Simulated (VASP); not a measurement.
Al: relaxation of cell and atoms with LDA

The system is Al.

```
Al
1.0
     0.00000    1.99119    1.99119
     1.99119    0.00000    1.99119
     1.99119    1.99119    0.00000
Al
1
Direct
  0.00000 0.00000 0.00000
```

```yaml
Program: VASP 6.6.1
Task: relaxation of cell and atoms
Functional: LDA
Potentials_or_basis: VASP PAW LDA potentials, release 64 (Al)
Cutoff: 600 eV
k_mesh: 24 × 24 × 24
Occupations: fermi-dirac, width 0.05 eV
Spin: no spin polarisation
Target_pressure: 2 GPa
Dipole_correction: no
Further_INCAR_settings: ALGO = Normal; EDIFF = 1e-06; IBRION = 2; EDIFFG = -0.002; NSW = 100; ISIF = 3
```

The relaxed volume is 15.45 Å³/atom, the relaxed cell is a = 2.796 Å, b = 2.796 Å, c = 2.796 Å, α = 60.00°, β = 60.00°, γ = 60.00° and the space group after relaxing (to 0.05 Å) is Fm-3m (No. 225). The energy change on relaxing (the enthalpy is what falls) is +2.2 meV/atom. The ionic steps are 3 and the pressure after relaxing is 2.0 GPa.

Step by step:
```csv
step,energy change (eV),largest force (eV/Å),pressure (GPa),volume (Å³)
1,0.0000,0.0000,0.07,15.79
2,0.0034,0.0000,2.54,15.36
3,0.0022,0.0000,2.00,15.45
```

Final structure:
```cif
data_structure
_symmetry_space_group_name_H-M 'P 1'
_symmetry_Int_Tables_number 1
_cell_length_a 2.7955
_cell_length_b 2.7955
_cell_length_c 2.7955
_cell_angle_alpha 60.000
_cell_angle_beta 60.000
_cell_angle_gamma 60.000
_cell_volume 15.45
loop_
_atom_site_label
_atom_site_type_symbol
_atom_site_fract_x
_atom_site_fract_y
_atom_site_fract_z
_atom_site_occupancy
Al1 Al 0.00000 0.00000 0.00000 1
```

Levels at points of the mesh, in eV from the Fermi level:
| k point | band 1 | band 2 | band 3 | band 4 | band 5 |
| --- | --- | --- | --- | --- | --- |
| (0.00, 0.00, 0.00) | -11.58 | 12.92 | 12.92 | 12.92 | 14.76 |
| (0.50, 0.00, 0.00) | -4.83 | -4.50 | 11.72 | 11.72 | 11.94 |
| (0.50, 0.50, 0.00) | -3.07 | -1.64 | 5.29 | 5.83 | 5.83 |

Wall time 14 s on 1 thread of Intel(R) Xeon(R) 6975P-C (Granite Rapids), on a shared host, peak memory 0.15 GiB.

Caveat: the cell is relaxed towards a set pressure, so the enthalpy falls and the energy may rise. Zero-point motion and thermal expansion aren't in these numbers.
